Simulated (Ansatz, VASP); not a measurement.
CuSn5: VASP beside Ansatz

```
CELL_PARAMETERS angstrom
3.47035 0.00000 0.00000
-1.73518 3.00541 0.00000
0.00000 0.00000 14.58801
ATOMIC_POSITIONS crystal
Cu 0.66667 0.33333 0.00000
Sn 0.33333 0.66667 0.87068
Sn 0.33333 0.66667 0.12932
Sn 0.33333 0.66667 0.50000
Sn 0.66667 0.33333 0.31510
Sn 0.66667 0.33333 0.68490
```

Alike in both runs: functional PBE; k mesh 12 × 12 × 4; occupations gaussian, width 0.1 eV; no spin polarisation.

Ansatz relaxed the structure, and its values are those at the end. VASP's run is a single point on that final structure, the one shown.

|  | VASP | Ansatz |
| --- | --- | --- |
| version | VASP 6.6.1 | Ansatz 0.2.0 |
| potentials or method | VASP PAW PBE potentials, release 64 (Cu, Sn_d), cutoff 520 eV | scalar-relativistic, plane waves, PAW |
| valence electrons in the cell | 81 | 89 |

Ansatz gave:

- gap on the k mesh at the Fermi level (eV): none
- pressure (GPa): 0.0
- rms of the force components (eV/Å): 0.000

Problem. Estimate VASP's values.

Solution. gap on the k mesh at the Fermi level (eV): none; pressure (GPa): 0.0; rms of the force components (eV/Å): 0.007.

A gap of «none» marks a metal or a gap that the smearing closes. The functional is the same, so the differences come from potentials, cutoffs and numerics. VASP's potentials hold 81 valence electrons a cell and Ansatz's 89, so a difference there can come from the potentials and not from the codes.
